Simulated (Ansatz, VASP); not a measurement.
## TiSb in VASP and in Ansatz

INCAR

```
PREC     = Accurate       # precision mode
ENCUT    = 520            # plane-wave cutoff, eV
EDIFF    = 1E-8           # SCF threshold, eV
ISMEAR   = -1             # smearing method
SIGMA    = 0.03           # smearing width, eV
LREAL    = F              # projectors in reciprocal space
LASPH    = T              # aspherical terms in the spheres
NELM     = 80             # most SCF steps
ALGO     = Normal         # electronic algorithm
ISIF     = 2              # what is computed and relaxed
LWAVE    = F              # write WAVECAR
LCHARG   = F              # write CHGCAR
GGA      = CA             # functional
LEFG     = T            
NBANDS   = 25             # bands
```

KPOINTS

```
regular mesh
0
Gamma
  12 12 7
```

Contents of POSCAR:

```
TiSb
1.0
    4.1572960870      0.0000000000      0.0000000000
   -2.0786480435      3.6003240224      0.0000000000
    0.0000000000      0.0000000000      6.3662884298
Ti Sb
2 2
Direct
    0.0000000000      0.0000000000      0.0000000000
    0.0000000000      0.0000000000      0.5000000000
    0.3333333333      0.6666666667      0.2500000000
    0.6666666667      0.3333333333      0.7500000000
```

Input for Ansatz:

```yaml
crystal:
  lattice:
    - [4.157296087, 0.0, 0.0]
    - [-2.0786480435, 3.6003240224, 0.0]
    - [0.0, 0.0, 6.3662884298]
  atoms:
    - { symbol: Ti, position: [0.0, 0.0, 0.0] }
    - { symbol: Ti, position: [0.0, 0.0, 0.5] }
    - { symbol: Sb, position: [0.3333333333, 0.6666666667, 0.25] }
    - { symbol: Sb, position: [0.6666666667, 0.3333333333, 0.75] }
kpoints:
  mp_grid: { grid: [12, 12, 7] }
scf:
  occupations: { method: fermi_dirac, width: 0.03 }
hamiltonian:
  xc: lda
  pseudopotentials: { kind: all_electron, datasets: crystal }
output:
  forces: true
  stress: true
  eigenvalues: true
  efg: { contact_densities: true }
```

Change from the starting cell: volume scaled by 1.04, crystal datasets.

Alike in both runs: task electric field gradients; functional LDA; k mesh 12 × 12 × 7; occupations fermi-dirac, width 0.03 eV; no spin polarisation.

|  | VASP | Ansatz |
| --- | --- | --- |
| version | VASP 6.6.1 | Ansatz 0.2.0 |
| potentials or method | VASP PAW LDA potentials, release 64 (Ti_sv, Sb), cutoff 520 eV | all-electron PAW with datasets made for the crystal, scalar-relativistic |

```tsv
	VASP	Ansatz	Ansatz less VASP
pressure (GPa)	-10.7	-10.9	-0.20
traceless stress, the component that is largest in VASP (GPa)	-0.57	-0.60	-0.032
size of Vzz on the site where it differs most (V/Å²)	49.0	53.3	+4.28
```

LDA's correlation is that of Perdew and Zunger in VASP and of Perdew and Wang (1992) in Ansatz. Ansatz ran all-electron here, and VASP with PAW potentials.

Spin-orbit coupling is off throughout.
